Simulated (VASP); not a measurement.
# Pd (Fm-3m) in VASP: a series of runs

The runs below take Pd through single point, relaxation of volume and atoms at fixed shape, with r2SCAN.

Program: VASP 6.6.1. These are calculated values, not measurements. Logs are shortened: lines on timing, memory, paths and dates and some standing lists are left out, and cuts for length are marked.

## Step 1: The cell of the first run

Symmetry: Fm-3m, No. 225, cubic system. The conventional cell has a = 3.905 Å, b = 3.905 Å, c = 3.905 Å, α = 90.00°, β = 90.00°, γ = 90.00°. Within 3.6 Å of Pd (site symmetry m-3m) lie 12 Pd at 2.76 Å.

## Step 2: Single point, r2SCAN

POSCAR reads:

```
Pd
1.0
    0.0000000000      1.9526986997      1.9526986997
    1.9526986997      0.0000000000      1.9526986997
    1.9526986997      1.9526986997      0.0000000000
Pd
1
Direct
    0.0000000000      0.0000000000      0.0000000000
```

INCAR.step1 reads:

```
PREC = Accurate
ENCUT = 520
ISMEAR = 1
SIGMA = 0.1
LREAL = F
LASPH = T
NELM = 100
NBANDS = 11
GGA = PE
ALGO = Normal
EDIFF = 1E-4
LWAVE = T
LCHARG = F
```

INCAR.step2 reads:

```
PREC = Accurate
ENCUT = 520
EDIFF = 1E-6
ISMEAR = 1
SIGMA = 0.1
LREAL = F
LASPH = T
NELM = 100
ALGO = Normal
ISIF = 2
LWAVE = F
LCHARG = T
METAGGA = R2SCAN
LMIXTAU = T
LELF = T
LVHAR = T
NBANDS = 11
ISTART = 1
```

KPOINTS reads:

```
Automatic mesh
0
Gamma
  10 10 10
```

Potentials or basis: VASP PAW PBE potentials, release 64 (Pd).

Launch:

```
> cat potpaw_PBE.64/Pd/POTCAR > POTCAR
> cp INCAR.step1 INCAR
> mpirun -np 1 vasp_std > vasp.out
> cp INCAR.step2 INCAR
> mpirun -np 1 vasp_std > vasp.out
```

OUTCAR:

```text
PREC = Accurate
   ENCUT = 520
   EDIFF = 1E-6
   ISMEAR = 1
   LREAL = F
   LASPH = T
   NELM = 100
   ISIF = 2
   METAGGA = R2SCAN
   ISTART = 1

 ion  position               nearest neighbor table
   1  0.000  0.000  0.000-

  LATTYP: Found a face centered cubic cell.
 ALAT       =     3.9053973994

  Lattice vectors:

 A1 = (   0.0000000000,   1.9526986997,   1.9526986997)
 A2 = (   1.9526986997,   0.0000000000,   1.9526986997)
 A3 = (   1.9526986997,   1.9526986997,   0.0000000000)

Analysis of symmetry for initial positions (statically):
=====================================================================
 Subroutine PRICEL returns:
 Original cell was already a primitive cell.

 Routine SETGRP: Setting up the symmetry group for a
 face centered cubic supercell.

 Subroutine GETGRP returns: Found 48 space group operations
 (whereof 48 operations were pure point group operations)
 out of a pool of 48 trial point group operations.

The static configuration has the point symmetry O_h .

Analysis of symmetry for dynamics (positions and initial velocities):
=====================================================================
 Subroutine PRICEL returns:
 Original cell was already a primitive cell.

 Routine SETGRP: Setting up the symmetry group for a
 face centered cubic supercell.

 Subroutine GETGRP returns: Found 48 space group operations
 (whereof 48 operations were pure point group operations)
 out of a pool of 48 trial point group operations.

The dynamic configuration has the point symmetry O_h .

 Subroutine INISYM returns: Found 48 space group operations
 (whereof 48 operations are pure point group operations),
 and found     1 'primitive' translations

----------------------------------------------------------------------------------------

                                     Primitive cell

  volume of cell :      14.8914

  direct lattice vectors                    reciprocal lattice vectors
     0.000000000  1.952698700  1.952698700    -0.256055888  0.256055888  0.256055888
     1.952698700  0.000000000  1.952698700     0.256055888 -0.256055888  0.256055888
     1.952698700  1.952698700  0.000000000     0.256055888  0.256055888 -0.256055888

  length of vectors
     2.761532984  2.761532984  2.761532984     0.443501808  0.443501808  0.443501808

  position of ions in fractional coordinates (direct lattice)
     0.000000000  0.000000000  0.000000000

  ion indices of the primitive-cell ions
   primitive index   ion index
                 1           1

----------------------------------------------------------------------------------------

 KPOINTS: Automatic mesh

Automatic generation of k-mesh.
 Grid dimensions read from file:
 generate k-points for:   10   10   10

 Generating k-lattice:

  Cartesian coordinates                     Fractional coordinates (reciprocal lattice)
    -0.025605589  0.025605589  0.025605589     0.100000000  0.000000000  0.000000000
     0.025605589 -0.025605589  0.025605589     0.000000000  0.100000000  0.000000000
     0.025605589  0.025605589 -0.025605589     0.000000000  0.000000000  0.100000000

  Length of vectors
     0.044350181  0.044350181  0.044350181

  Shift w.r.t. Gamma in fractional coordinates (k-lattice)
     0.000000000  0.000000000  0.000000000

 Subroutine IBZKPT returns following result:
 ===========================================

 Found     47 irreducible k-points:

 Following reciprocal coordinates:
            Coordinates               Weight
  0.000000  0.000000  0.000000      1.000000
  0.100000  0.000000  0.000000      8.000000
  0.200000  0.000000  0.000000      8.000000
  0.300000  0.000000  0.000000      8.000000
  0.400000  0.000000  0.000000      8.000000
  0.500000  0.000000  0.000000      4.000000
[... 16 lines left out ...]
  0.300000  0.300000  0.000000      6.000000
  0.400000  0.300000  0.000000     24.000000
 [... further k-points ...]
   k-points           NKPTS =     47   k-points in BZ     NKDIM =     47   number of bands    NBANDS=     11
   number of dos      NEDOS =    301   number of ions     NIONS =      1
   total plane-waves  NPLWV =  13824
   dimension x,y,z NGX =    24 NGY =   24 NGZ =   24
   dimension x,y,z NGXF=    48 NGYF=   48 NGZF=   48
   ions per type =               1
   NGX,Y,Z   is equivalent  to a cutoff of  14.45, 14.45, 14.45 a.u.
   NGXF,Y,Z  is equivalent  to a cutoff of  28.90, 28.90, 28.90 a.u.
 SYSTEM =  unknown system
   PREC   = accura    normal or accurate (medium, high low for compatibility)
   ISTART =      1    job   : 0-new  1-cont  2-samecut
   ICHARG =      0    charge: 1-file 2-atom 10-const
   ISPIN  =      1    spin polarized calculation?
   LNONCOLLINEAR =      F non collinear calculations
   LSORBIT =      F    spin-orbit coupling
   LASPH  =      T    aspherical Exc in radial PAW
   ENCUT  =  520.0 eV  38.22 Ry    6.18 a.u.   5.13  5.13  5.13*2*pi/ulx,y,z
   NELM   =    100;   NELMIN=  2; NELMDL=  0     # of ELM steps
   EDIFF  = 0.1E-05   stopping-criterion for ELM
   LREAL  =      F    real-space projection
[... 7 lines left out ...]
   TEBEG  =    0.0;   TEEND  =   0.0 temperature during run
   PSTRESS=    0.0 pullay stress
   NELECT =      10.0000    total number of electrons
   NUPDOWN=      -1.0000    fix difference up-down
   EMIN   =  10.00;   EMAX   =-10.00  energy-range for DOS
   EFERMI =   0.00;   METHOD = LEGACY
   ISMEAR =     1;   SIGMA  =   0.10  broadening in eV -4-tet -1-fermi 0-gaus
   EFERMI_NEDOS =   21; number of points for ismear=-14 and -15
   IALGO  =     38    algorithm
   IMIX   =      4    mixing-type and parameters
     AMIX     =   0.40;   BMIX     =  1.00
     AMIX_MAG =   1.60;   BMIX_MAG =  1.00
  volume/ion in A,a.u.               =      14.89       100.49
  Fermi-wavevector in a.u.,A,eV,Ry     =   1.433605  2.709121 27.963022  2.055224
  Thomas-Fermi vector in A             =   2.553105
   LORBIT       =      0    0 simple, 1 ext, 2 COOP (PROOUT), +10 PAW based schemes
   METAGGA = R2SCAN    functional components
   LHFCALC =     F    Hartree Fock is set to
   AEXX    =    0.0000 exact exchange contribution
   IVDW    =     0    specifies the selected vdW correction
   LEPSILON=     F    determine dielectric tensor
   LRPA    =     F    only Hartree local field effects (RPA)
 non-spin polarized calculation
 Methfessel and Paxton  Order N= 1 SIGMA  =   0.10
  energy-cutoff  :      520.00
  volume of cell :       14.89
 maximum number of plane-waves:       411
 NGX is ok and might be reduce to    24
   NGX = 11   NGY = 11   NGZ = 11

 number of electron       9.9999998 magnetization

 Free energy of the ion-electron system (eV)
  ---------------------------------------------------
  ext. energy  EPLUGINS =         0.00000000
  ---------------------------------------------------
  free energy    TOTEN  =       -22.96044380 eV

  energy without entropy =      -22.96274554  energy(sigma->0) =      -22.96121104

 E-fermi :   9.4433     XC(G=0): -14.0614

 val. band max:        9.4306147459   @ k =   0.5000   0.1000   0.0000
 cond. band min:       9.4560934513   @ k =  -0.4000   0.4000   0.0000
 fundamental gap:      0.0254787054
 Fermi energy:         9.4432749203

 k-point     1 :       0.0000    0.0000    0.0000
  band No.  band energies     occupation
      1       2.3349      2.00000
      2       6.5770      2.00000
      3       6.5770      2.00000
      4       6.5770      2.00000
      5       8.1630      2.00000
      6       8.1630      2.00000
      7      27.4696      0.00000
      8      31.9435      0.00000
      9      32.3999      0.00000
     10      32.3999      0.00000
     11      32.3999      0.00000

 k-point     2 :       0.1000    0.0000    0.0000
  band No.  band energies     occupation
      1       2.7014      2.00000
      2       6.4587      2.00000
      3       6.6972      2.00000
      4       6.6972      2.00000
      5       8.1124      2.00000
      6       8.1124      2.00000
      7      27.7937      0.00000
      8      30.3492      0.00000
      9      31.9669      0.00000
     10      32.8002      0.00000
     11      32.8002      0.00000

 k-point     3 :       0.2000    0.0000    0.0000
  band No.  band energies     occupation
      1       3.6124      2.00000
      2       6.3619      2.00000
      3       6.8746      2.00000
      4       6.8746      2.00000
      5       8.1560      2.00000
      6       8.1560      2.00000
      7      26.4349      0.00000
      8      28.7387      0.00000
      9      31.9589      0.00000
     10      33.7264      0.00000
     11      33.7264      0.00000

 k-point     4 :       0.3000    0.0000    0.0000
  band No.  band energies     occupation
      1       4.2152      2.00000
      2       6.7831      2.00000
      3       6.7831      2.00000
      4       7.2412      2.00000
      5       8.6046      2.00000
      6       8.6046      2.00000
      7      22.6894      0.00000
      8      28.1329      0.00000
      9      31.9539      0.00000
     10      33.6724      0.00000
     11      33.6724      0.00000

 k-point     5 :       0.4000    0.0000    0.0000
  band No.  band energies     occupation
      1       4.1720      2.00000
      2       6.5889      2.00000
      3       6.5889      2.00000
      4       9.1673      2.00067
      5       9.1673      2.00067
      6       9.3137      2.06952
      7      19.0360      0.00000
      8      27.2237      0.00000
      9      31.9548      0.00000
     10      32.1610      0.00000
     11      32.1610      0.00000
[... 211 lines left out ...]
 k-point    21 :      -0.3000    0.2000    0.0000
  band No.  band energies     occupation
      1       5.1851      2.00000
      2       6.1493      2.00000
      3       6.7028      2.00000
      4       7.3052      2.00000
      5       8.3936      2.00000
      6      11.8842      0.00000
      7      20.9648      0.00000
      8      24.6181      0.00000
      9      29.6954      0.00000
     10      31.9884      0.00000
     11      32.1205      0.00000

 k-point    22 :      -0.2000    0.2000    0.0000
  band No.  band energies     occupation
      1       5.1388      2.00000
      2       5.8629      2.00000
      3       6.6696      2.00000
      4       7.4727      2.00000
      5       7.6731      2.00000
      6      10.1496     -0.00000
      7      24.4736      0.00000
      8      25.2723      0.00000
      9      30.9251      0.00000
     10      32.0111      0.00000
     11      33.6298      0.00000

 k-point    23 :       0.3000    0.3000    0.0000
  band No.  band energies     occupation
      1       4.6250      2.00000
      2       4.9720      2.00000
      3       8.3804      2.00000
      4       8.3804      2.00000
      5       8.4334      2.00000
      6       8.9192      2.00000
      7      26.7922      0.00000
      8      26.7922      0.00000
      9      27.2388      0.00000
     10      30.5546      0.00000
     11      31.5248      0.00000

 k-point    24 :       0.4000    0.3000    0.0000
  band No.  band energies     occupation
      1       4.5813      2.00000
      2       4.8316      2.00000
      3       8.0445      2.00000
      4       8.4778      2.00000
      5       9.3377      2.06002
      6      10.6682     -0.00000
      7      23.7625      0.00000
      8      25.3547      0.00000
      9      25.7763      0.00000
     10      30.9868      0.00000
     11      31.9357      0.00000

 [... further k-points ...]
[... 5 lines left out ...]
  --------------------------------------------------------------------------------------
  -------------------------------------------------------------------------------------
  Total        0.0580105      0.0580105      0.0580105      0.0000000      0.0000000      0.0000000
  in kB        6.2413928      6.2413928      6.2413928      0.0000000      0.0000000      0.0000000
  external PRESSURE =       6.2413928 kB  Pullay stress =       0.0000000 kB

 VOLUME and BASIS-vectors are now :
 -----------------------------------------------------------------------------
  energy-cutoff  :      520.00
  volume of cell :       14.89
      direct lattice vectors                 reciprocal lattice vectors
     0.000000000  1.952698700  1.952698700    -0.256055888  0.256055888  0.256055888
     1.952698700  0.000000000  1.952698700     0.256055888 -0.256055888  0.256055888
     1.952698700  1.952698700  0.000000000     0.256055888  0.256055888 -0.256055888

 POSITION                                       TOTAL-FORCE (eV/Angst)
 -----------------------------------------------------------------------------------
      0.00000      0.00000      0.00000         0.000000      0.000000      0.000000
 -----------------------------------------------------------------------------------
    total drift:                               -0.000000      0.000000      0.000000

  FREE ENERGIE OF THE ION-ELECTRON SYSTEM (eV)
  ---------------------------------------------------
  free  energy   TOTEN  =       -22.9604437950 eV

  energy  without entropy=      -22.9627455367  energy(sigma->0) =      -22.96121104
```

It took 24 s on 1 thread of Intel Xeon Platinum 8559C (Emerald Rapids), shared host; peak memory 0.14 GiB.

What came out:

```yaml
Free_energy: -22.9604 eV
Pressure: 0.6 GPa
Band_gap_on_the_k_mesh: zero (band 5 reaches 9.76 eV, above the bottom of band 6 at 8.11 eV)
```

Caveat: the PAW data sets were made with another functional, which shifts forces and pressure a little.

## Step 3: Relaxation of volume and atoms at fixed shape, r2SCAN

This run uses another cell than the first one, of 14.75 Å³/atom, 0.991 times its volume.

POSCAR reads:

```
Pd
1.0
    0.0000000000      1.9465000000      1.9465000000
    1.9465000000      0.0000000000      1.9465000000
    1.9465000000      1.9465000000      0.0000000000
Pd
1
Direct
    0.0000000000      0.0000000000      0.0000000000
```

INCAR.step1 reads:

```
SYSTEM = Pd
PREC     = Accurate       ! precision mode
ENCUT    = 600            ! plane-wave cutoff, eV
ISMEAR   = 1              ! smearing method
SIGMA    = 0.1            ! smearing width, eV
LREAL    = .False.        ! projectors in reciprocal space
LASPH    = .True.         ! aspherical terms in the spheres
NELM     = 60             ! most SCF steps
GGA      = PE             ! functional
ALGO     = Normal         ! electronic algorithm
EDIFF    = 1E-4           ! SCF threshold, eV
LWAVE    = .True.         ! write WAVECAR
LCHARG   = .False.        ! write CHGCAR
```

INCAR.step2 reads:

```
SYSTEM = Pd
PREC     = Accurate       ! precision mode
ENCUT    = 600            ! plane-wave cutoff, eV
EDIFF    = 1E-6           ! SCF threshold, eV
ISMEAR   = 1              ! smearing method
SIGMA    = 0.1            ! smearing width, eV
LREAL    = .False.        ! projectors in reciprocal space
LASPH    = .True.         ! aspherical terms in the spheres
NELM     = 60             ! most SCF steps
ALGO     = Normal         ! electronic algorithm
ISIF     = 8              ! what is computed and relaxed
LWAVE    = .False.        ! write WAVECAR
LCHARG   = .False.        ! write CHGCAR
METAGGA  = R2SCAN         ! meta-GGA
LMIXTAU  = .True.       
IBRION   = 2              ! ionic algorithm
NSW      = 80             ! ionic steps
EDIFFG   = -0.02          ! ionic threshold
ISTART   = 1
```

KPOINTS reads:

```
regular mesh
0
Gamma
  10 10 10
  0 0 0
```

Potentials or basis: VASP PAW PBE potentials, release 64 (Pd).

Launch:

```
> cat potpaw_PBE.64/Pd/POTCAR > POTCAR
> cp INCAR.step1 INCAR
> mpirun -np 1 vasp_std > vasp.out
> cp INCAR.step2 INCAR
> mpirun -np 1 vasp_std > vasp.out
```

It took 53 s on 1 thread of Intel Xeon Platinum 8559C (Emerald Rapids), shared host; peak memory 0.15 GiB.

It converged, with:

```yaml
Free_energy: -22.9599 eV
Relaxed_volume: 14.94 Å³/atom
Relaxed_cell: a = 2.765 Å, b = 2.765 Å, c = 2.765 Å, α = 60.00°, β = 60.00°, γ = 60.00°
Space_group_after_relaxing_to_0.05_Å: Fm-3m (No. 225)
Energy_gained_by_relaxing: 1.4 meV/atom
Ionic_steps: 3
Pressure_after_relaxing: 0.0 GPa
Band_gap_on_the_k_mesh: zero (band 5 reaches 9.70 eV, above the bottom of band 6 at 8.06 eV)
```

The path:
```tsv
step	energy change (eV)	largest force (eV/Å)	pressure (GPa)	volume (Å³)
1	0.0000	0.0000	2.52	14.75
2	0.0022	0.0000	-3.75	15.25
3	-0.0014	0.0000	0.02	14.94
```

Final structure:
```
CELL_PARAMETERS angstrom
0.00000 1.95488 1.95488
1.95488 0.00000 1.95488
1.95488 1.95488 0.00000
ATOMIC_POSITIONS crystal
Pd 0.00000 0.00000 0.00000
```

Levels at points of the mesh, in eV from the Fermi level:
| k point | band 2 | band 3 | band 4 | band 5 | band 6 | band 7 | band 8 | band 9 |
| --- | --- | --- | --- | --- | --- | --- | --- | --- |
| (0.00, 0.00, 0.00) | -2.85 | -2.85 | -2.85 | -1.27 | -1.27 | 18.02 | 22.51 | 22.93 |
| (0.50, 0.00, 0.00) | -2.92 | -2.92 | -0.03 | -0.03 | 1.32 | 7.61 | 17.41 | 22.01 |
| (0.50, 0.50, 0.00) | -5.15 | -0.09 | 0.31 | 0.31 | 3.67 | 11.18 | 13.86 | 13.86 |

Caveat: the PAW data sets were made with another functional, which shifts forces and pressure a little.
